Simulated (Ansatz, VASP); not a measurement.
**One calculation of SiC, two programs**

INCAR

```
ALGO = Normal
EDIFF = 1E-6
ENCUT = 600
GGA = PE
GGA_COMPAT = False
ISIF = 2
ISMEAR = -1
IVDW = 12
LASPH = True
LCHARG = True
LELF = True
LREAL = False
LVHAR = True
LWAVE = False
NBANDS = 11
NELM = 120
PREC = Accurate
SIGMA = 0.05
```

File KPOINTS:

```
k-points
0
Gamma
  10 10 10
```

The input POSCAR:

```
SiC
1.0
    0.0000000000      2.1643753983      2.1643753983
    2.1643753983      0.0000000000      2.1643753983
    2.1643753983      2.1643753983      0.0000000000
Si C
1 1
Direct
    0.0000000000      0.0000000000      0.0000000000
    0.7500000000      0.7500000000      0.7500000000
```

The input input.yaml:

```yaml
crystal:
  lattice:
    - [0.0, 2.1643753983, 2.1643753983]
    - [2.1643753983, 0.0, 2.1643753983]
    - [2.1643753983, 2.1643753983, 0.0]
  atoms:
    - { symbol: Si, position: [0.0, 0.0, 0.0] }
    - { symbol: C, position: [0.75, 0.75, 0.75] }
hamiltonian:
  xc: pbe
  pseudopotentials: { kind: paw }
  dispersion: d3bj
kpoints:
  mp_grid: { grid: [10, 10, 10] }
scf:
  occupations: { method: fermi_dirac, width: 0.05 }
output:
  forces: true
  stress: true
  eigenvalues: true
```

Alike in both runs: task single point; functional PBE; dispersion D3(BJ); k mesh 10 × 10 × 10; occupations fermi-dirac, width 0.05 eV; no spin polarisation.

```csv
,VASP,Ansatz
version,VASP 6.6.1,Ansatz 0.2.0
potentials or method,"VASP PAW PBE potentials, release 64 (Si, C)",Ansatz PAW
plane-wave cutoff (eV),600,420
valence electrons in the cell,8,8
```

```tsv
	VASP	Ansatz	Ansatz less VASP
gap on the k mesh at the Fermi level (eV)	1.34	1.34	+0.003
least direct gap on the mesh (eV)	4.56	4.57	+0.004
pressure (GPa)	2.9	3.1	+0.21
```
